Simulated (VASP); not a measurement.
# Ru5C in VASP: further runs

Runs on Ru5C. Level: LDA. Tasks: single point.

Program: VASP 6.6.1. These are calculated values, not measurements. Logs are shortened: lines on timing, memory, paths and dates and some standing lists are left out, and cuts for length are marked.

**1. The cell of the first run**

The cell holds a slab with vacuum, 6 atoms: a = 2.674 Å, b = 2.674 Å, c = 25.400 Å, α = 90.00°, β = 90.00°, γ = 120.00°.

**2. Single point, LDA, collinear spin**

Input file INCAR:

```
ALGO = Normal ; DIPOL = 0.5 0.5 0.362
EDIFF = 1E-6 ; ENCUT = 520
IDIPOL = 3 ; ISIF = 2
ISMEAR = 0 ; ISPIN = 2
LASPH = T ; LCHARG = F
LDIPOL = T ; LMAXMIX = 4
LORBIT = 11 ; LREAL = F
LWAVE = F ; MAGMOM = 0 0 0 0 0 2
NBANDS = 50 ; NELM = 150
PREC = Accurate ; SIGMA = 0.1
```

Input file KPOINTS:

```
k-points
0
Gamma
  12 12 1
```

Input file POSCAR:

```
Ru5C
1.0
    2.6740588505      0.0000000000      0.0000000000
   -1.3370294253      2.3158028958      0.0000000000
    0.0000000000      0.0000000000     25.3999246690
Ru C
5 1
Direct
    0.6666666667      0.3333333333      0.1574807820
    0.3333333333      0.6666666667      0.2406849853
    0.6666666667      0.3333333333      0.3240221034
    0.3333333333      0.6666666667      0.4078536871
    0.6666666667      0.3333333333      0.4881874585
    0.6666666667      0.3333333333      0.5543293869
```

Potentials or basis: VASP PAW LDA potentials, release 64 (Ru_pv, C).

On the command line:

```bash
cat potpaw_LDA.64/Ru_pv/POTCAR potpaw_LDA.64/C/POTCAR > POTCAR
mpirun -np 1 vasp_std > vasp.out
```

OUTCAR:

```text
EDIFF = 1E-6
   ENCUT = 520
   ISIF = 2
   ISMEAR = 0
   ISPIN = 2
   LASPH = T
   LORBIT = 11
   LREAL = F
   NELM = 150
   PREC = Accurate

 ion  position               nearest neighbor table
   1  0.667  0.333  0.157-   2 2.62   2 2.62   2 2.62
   2  0.333  0.667  0.241-   1 2.62   1 2.62   1 2.62   3 2.62   3 2.62   3 2.62
   3  0.667  0.333  0.324-   2 2.62   2 2.62   2 2.62   4 2.63   4 2.63   4 2.63
   4  0.333  0.667  0.408-   5 2.56   5 2.56   5 2.56   3 2.63   3 2.63   3 2.63
   5  0.667  0.333  0.488-   6 1.68   4 2.56   4 2.56   4 2.56
   6  0.667  0.333  0.554-   5 1.68

  LATTYP: Found a hexagonal cell.
 ALAT       =     2.6740588505
 C/A-ratio  =     9.4986408636

  Lattice vectors:

 A1 = (   2.6740588505,   0.0000000000,   0.0000000000)
 A2 = (  -1.3370294253,   2.3158028958,   0.0000000000)
 A3 = (   0.0000000000,   0.0000000000,  25.3999246690)

Analysis of symmetry for initial positions (statically):
=====================================================================
 Subroutine PRICEL returns:
 Original cell was already a primitive cell.

 Routine SETGRP: Setting up the symmetry group for a
 hexagonal supercell.

 Subroutine GETGRP returns: Found  6 space group operations
 (whereof  6 operations were pure point group operations)
 out of a pool of 24 trial point group operations.

The static configuration has the point symmetry C_3v.

Analysis of symmetry for dynamics (positions and initial velocities):
=====================================================================
 Subroutine PRICEL returns:
 Original cell was already a primitive cell.

 Routine SETGRP: Setting up the symmetry group for a
 hexagonal supercell.

 Subroutine GETGRP returns: Found  6 space group operations
 (whereof  6 operations were pure point group operations)
 out of a pool of 24 trial point group operations.

The dynamic configuration has the point symmetry C_3v.

Analysis of structural, dynamic, and magnetic symmetry:
=====================================================================
 Subroutine PRICEL returns:
 Original cell was already a primitive cell.

 Routine SETGRP: Setting up the symmetry group for a
 hexagonal supercell.

 Subroutine GETGRP returns: Found  6 space group operations
 (whereof  6 operations were pure point group operations)
 out of a pool of 24 trial point group operations.

The overall configuration has the point symmetry C_3v.

 Subroutine INISYM returns: Found  6 space group operations
 (whereof  6 operations are pure point group operations),
 and found     1 'primitive' translations

----------------------------------------------------------------------------------------

                                     Primitive cell

  volume of cell :     157.2914

  direct lattice vectors                    reciprocal lattice vectors
     2.674058850  0.000000000  0.000000000     0.373963348  0.215907840  0.000000000
    -1.337029425  2.315802896  0.000000000     0.000000000  0.431815679  0.000000000
     0.000000000  0.000000000 25.399924669     0.000000000  0.000000000  0.039370196

  length of vectors
     2.674058850  2.674058851 25.399924669     0.431815679  0.431815679  0.039370196

  position of ions in fractional coordinates (direct lattice)
     0.666666667  0.333333333  0.157480782
     0.333333333  0.666666667  0.240684985
     0.666666667  0.333333333  0.324022103
     0.333333333  0.666666667  0.407853687
     0.666666667  0.333333333  0.488187459
     0.666666667  0.333333333  0.554329387

  ion indices of the primitive-cell ions
   primitive index   ion index
                 1           1
                 2           2
                 3           3
                 4           4
                 5           5
                 6           6

----------------------------------------------------------------------------------------

[... 46 lines left out ...]
   number of dos      NEDOS =    301   number of ions     NIONS =      6
   total plane-waves  NPLWV =  76800
   dimension x,y,z NGX =    20 NGY =   20 NGZ =  192
   dimension x,y,z NGXF=    40 NGYF=   40 NGZF=  384
   ions per type =               5   1
   NGX,Y,Z   is equivalent  to a cutoff of  12.43, 12.43, 12.57 a.u.
   NGXF,Y,Z  is equivalent  to a cutoff of  24.87, 24.87, 25.13 a.u.
 SYSTEM =  unknown system
   PREC   = accura    normal or accurate (medium, high low for compatibility)
   ISTART =      0    job   : 0-new  1-cont  2-samecut
   ICHARG =      2    charge: 1-file 2-atom 10-const
   ISPIN  =      2    spin polarized calculation?
   LNONCOLLINEAR =      F non collinear calculations
   LSORBIT =      F    spin-orbit coupling
   LASPH  =      T    aspherical Exc in radial PAW
   ENCUT  =  520.0 eV  38.22 Ry    6.18 a.u.   4.97  4.97 47.23*2*pi/ulx,y,z
   NELM   =    150;   NELMIN=  2; NELMDL= -5     # of ELM steps
   EDIFF  = 0.1E-05   stopping-criterion for ELM
   LREAL  =      F    real-space projection
   EDIFFG = 0.1E-04   stopping-criterion for IOM
   NSW    =      0    number of steps for IOM
   IBRION =     -1    ionic relax: 0-MD 1-quasi-New 2-CG
   NFREE  =      0    steps in history (QN), initial steepest desc. (CG)
   ISIF   =      2    stress and relaxation
   ISYM   =      2    0-nonsym 1-usesym 2-fastsym
   POTIM  = 0.5000    time-step for ionic-motion
   TEBEG  =    0.0;   TEEND  =   0.0 temperature during run
   PSTRESS=    0.0 pullay stress
   NELECT =      74.0000    total number of electrons
   NUPDOWN=      -1.0000    fix difference up-down
   EMIN   =  10.00;   EMAX   =-10.00  energy-range for DOS
   EFERMI =   0.00;   METHOD = LEGACY
   ISMEAR =     0;   SIGMA  =   0.10  broadening in eV -4-tet -1-fermi 0-gaus
   EFERMI_NEDOS =   21; number of points for ismear=-14 and -15
   IALGO  =     38    algorithm
   IMIX   =      4    mixing-type and parameters
     AMIX     =   0.40;   BMIX     =  1.00
     AMIX_MAG =   1.60;   BMIX_MAG =  1.00
  volume/ion in A,a.u.               =      26.22       176.91
  Fermi-wavevector in a.u.,A,eV,Ry     =   1.273260  2.406112 22.057641  1.621191
  Thomas-Fermi vector in A             =   2.406093
   LORBIT       =     11    0 simple, 1 ext, 2 COOP (PROOUT), +10 PAW based schemes
   GGA     = CA    functional components
   LHFCALC =     F    Hartree Fock is set to
   AEXX    =    0.0000 exact exchange contribution
   IVDW    =     0    specifies the selected vdW correction
   LEPSILON=     F    determine dielectric tensor
   LRPA    =     F    only Hartree local field effects (RPA)
 spin polarized calculation
 Gauss-broadening in eV      SIGMA  =   0.10
  energy-cutoff  :      520.00
  volume of cell :      157.29
 maximum number of plane-waves:      4323
 NGX is ok and might be reduce to    20
   NGX =  9   NGY =  9   NGZ = 95

 dipolmoment           0.000000      0.000000     -0.012452 electrons x Angstroem

 number of electron      74.0000016 magnetization       0.0003676

 number of electron      74.0000016 magnetization      -0.0005956

 dipolmoment           0.000000      0.000000      0.061723 electrons x Angstroem

 Free energy of the ion-electron system (eV)
  ---------------------------------------------------
  ext. energy  EPLUGINS =         0.00000000
  ---------------------------------------------------
  free energy    TOTEN  =       -57.41868385 eV

  energy without entropy =      -57.39529579  energy(sigma->0) =      -57.40698982

 E-fermi :   2.4560     XC(G=0):  -7.4382

 val. band max:        2.4400260950   @ k =   0.0833  -0.0000   0.0000
 cond. band min:       2.5079718551   @ k =   0.4167  -0.0000   0.0000
 fundamental gap:      0.0679457601
 Fermi energy:         2.4559524489

 spin component 1

 k-point     1 :       0.0000    0.0000    0.0000
  band No.  band energies     occupation
      1     -41.1767      1.00000
      2     -40.9777      1.00000
      3     -40.5145      1.00000
      4     -40.1671      1.00000
      5     -40.1671      1.00000
      6     -40.0767      1.00000
[... 977 lines left out ...]
     48      10.7396      0.00000
     49      11.1187      0.00000
 Fermi energy:         2.4559524489

 spin component 2

 k-point     1 :       0.0000    0.0000    0.0000
  band No.  band energies     occupation
      1     -41.1767      1.00000
      2     -40.9777      1.00000
      3     -40.5146      1.00000
      4     -40.1671      1.00000
      5     -40.1671      1.00000
      6     -40.0767      1.00000
[... 977 lines left out ...]
     48      10.7396      0.00000
     49      11.1185      0.00000
 [bands above 49 left out]

------------------------ aborting loop because EDIFF is reached ----------------------------------------

 vacuum level on the upper side and lower side of the slab       (xc-potential included)         0.875        -0.892

  FORCE on cell =-STRESS in cart. coord.  units (eV):
  Direction    XX          YY          ZZ          XY          YZ          ZX
  --------------------------------------------------------------------------------------
  -------------------------------------------------------------------------------------
  Total        1.3368762      1.3368762      5.3288799     -0.0000000     -0.0000000      0.0000000
  in kB       13.6174816     13.6174816     54.2802119     -0.0000000     -0.0000000      0.0000000
  external PRESSURE =      27.1717250 kB  Pullay stress =       0.0000000 kB

 VOLUME and BASIS-vectors are now :
 -----------------------------------------------------------------------------
  energy-cutoff  :      520.00
  volume of cell :      157.29
      direct lattice vectors                 reciprocal lattice vectors
     2.674058850  0.000000000  0.000000000     0.373963348  0.215907840  0.000000000
    -1.337029425  2.315802896  0.000000000     0.000000000  0.431815679  0.000000000
     0.000000000  0.000000000 25.399924669     0.000000000  0.000000000  0.039370196

 POSITION                                       TOTAL-FORCE (eV/Angst)
 -----------------------------------------------------------------------------------
      1.33703      0.77193      4.00000         0.000000     -0.000000      0.704981
     -0.00000      1.54387      6.11338         0.000000      0.000000     -0.410664
      1.33703      0.77193      8.23014        -0.000000     -0.000000     -0.181579
     -0.00000      1.54387     10.35945        -0.000000     -0.000000     -2.442232
      1.33703      0.77193     12.39992         0.000000     -0.000000      0.543544
      1.33703      0.77193     14.07992         0.000000      0.000000      1.785950
 -----------------------------------------------------------------------------------
    total drift:                               -0.000000     -0.000000      0.000349

  FREE ENERGIE OF THE ION-ELECTRON SYSTEM (eV)
  ---------------------------------------------------
  free  energy   TOTEN  =       -57.4186838470 eV

  energy  without entropy=      -57.3952957924  energy(sigma->0) =      -57.40698982

 vacuum level on the upper side and lower side of the slab         9.700         7.896

 total charge

# of ion       s       p       d       tot
------------------------------------------
    1        0.402   6.231   5.958  12.592
    2        0.419   6.339   5.968  12.727
    3        0.418   6.339   5.981  12.739
    4        0.427   6.335   6.051  12.813
    5        0.467   6.401   6.328  13.196
    6        1.040   1.197   0.000   2.237
--------------------------------------------------
tot          3.174  32.842  30.286  66.303

 magnetization (x)

# of ion       s       p       d       tot
------------------------------------------
    1       -0.000  -0.000  -0.000  -0.000
    2        0.000  -0.000  -0.000  -0.000
    3        0.000   0.000   0.000   0.000
    4       -0.000   0.000  -0.000  -0.000
    5       -0.000  -0.000   0.000   0.000
    6       -0.000  -0.000   0.000  -0.000
--------------------------------------------------
tot         -0.000  -0.000  -0.000  -0.000
```

It took 30 min on 1 thread of Intel Xeon 8259CL, shared host; peak memory 0.37 GiB.

What came out:

| Quantity | Value |
| --- | --- |
| Free energy | -57.4187 eV |
| Largest force | 2.442 eV/Å |
| Band gap on the k mesh | zero (filled and empty bands overlap) |
| Net moment | 0.00 μB per cell |
| Valence electrons inside the program's atomic spheres | Ru 12.59, 12.73, 12.74, 12.81, 13.20; C 2.24 |

Forces in eV/Å, atoms in the order of the input:
```
Ru   0.000  0.000  0.705
Ru   0.000  0.000 -0.411
Ru   0.000  0.000 -0.182
Ru   0.000  0.000 -2.442
Ru   0.000  0.000  0.544
C    0.000  0.000  1.786
```

(Part 1 of 3 ends here.)

The gap in the log of VASP goes by the Fermi energy; the results here count the filled bands.